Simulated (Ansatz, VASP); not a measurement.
## One calculation of HfSi, two programs

The input INCAR:

```
PREC = Accurate ; ENCUT = 520
EDIFF = 1E-6 ; ISMEAR = 0
SIGMA = 0.15 ; LREAL = False
LASPH = True ; NELM = 100
ALGO = Normal ; ISIF = 2
LWAVE = False ; LCHARG = False
GGA = PS ; NBANDS = 38
```

The input KPOINTS:

```
Automatic mesh
0
Gamma
  6 10 8
```

File POSCAR:

```
HfSi
1.0
    6.6171575704      0.0000000000      0.0000000000
    0.0000000000      3.8724290305      0.0000000000
    0.0000000000      0.0000000000      5.2017439112
Hf Si
4 4
Direct
    0.1755908222      0.2500000000      0.1264896848
    0.3244091778      0.7500000000      0.6264896848
    0.6755908222      0.2500000000      0.3735103152
    0.8244091778      0.7500000000      0.8735103152
    0.0430603597      0.2500000000      0.6402012503
    0.4569396403      0.7500000000      0.1402012503
    0.5430603597      0.2500000000      0.8597987497
    0.9569396403      0.7500000000      0.3597987497
```

Input for Ansatz:

```yaml
crystal:
  lattice:
    - [6.6171575704, 0.0, 0.0]
    - [0.0, 3.8724290305, 0.0]
    - [0.0, 0.0, 5.2017439112]
  atoms:
    - { symbol: Hf, position: [0.1755908222, 0.25, 0.1264896848] }
    - { symbol: Hf, position: [0.3244091778, 0.75, 0.6264896848] }
    - { symbol: Hf, position: [0.6755908222, 0.25, 0.3735103152] }
    - { symbol: Hf, position: [0.8244091778, 0.75, 0.8735103152] }
    - { symbol: Si, position: [0.0430603597, 0.25, 0.6402012503] }
    - { symbol: Si, position: [0.4569396403, 0.75, 0.1402012503] }
    - { symbol: Si, position: [0.5430603597, 0.25, 0.8597987497] }
    - { symbol: Si, position: [0.9569396403, 0.75, 0.3597987497] }
basis:
  ecutwfc: 420
kpoints:
  mp_grid: { grid: [6, 10, 8] }
hamiltonian:
  xc: pbesol
scf:
  occupations: { method: gaussian, width: 0.15 }
output:
  forces: true
  stress: true
  eigenvalues: true
```

Change from the starting cell: strain -0.0300 x Voigt [1, -1, 0, 0, 0, 0], atoms carried along.

Alike in both runs: task single point; functional PBEsol; k mesh 6 × 10 × 8; occupations gaussian, width 0.15 eV; no spin polarisation.

```csv
,VASP,Ansatz
version,VASP 6.6.1,Ansatz 0.2.0
potentials or method,"VASP PAW PBE potentials, release 64 (Hf_pv, Si), cutoff 520 eV","scalar-relativistic, plane waves, PAW"
valence electrons in the cell,56,120
```

VASP gave:

```
gap on the k mesh at the Fermi level (eV)                     : none
pressure (GPa)                                                : 0.5
traceless stress, the component that is largest in VASP (GPa) : 4.48
rms of the force components (eV/Å)                            : 0.117
```

Task: What did Ansatz give for the same quantities?

Result: gap on the k mesh at the Fermi level (eV): none; pressure (GPa): 0.4; traceless stress, the component that is largest in VASP (GPa): 4.47; rms of the force components (eV/Å): 0.117.

VASP's potentials were made for PBE, not for PBEsol. Atom by atom the forces differ by 0.003 eV/Å (rms over components). A gap of «none» marks a metal or a gap that the smearing closes. VASP's potentials hold 56 valence electrons a cell and Ansatz's 120, so a difference there can come from the potentials and not from the codes.

Spin-orbit coupling is off throughout.
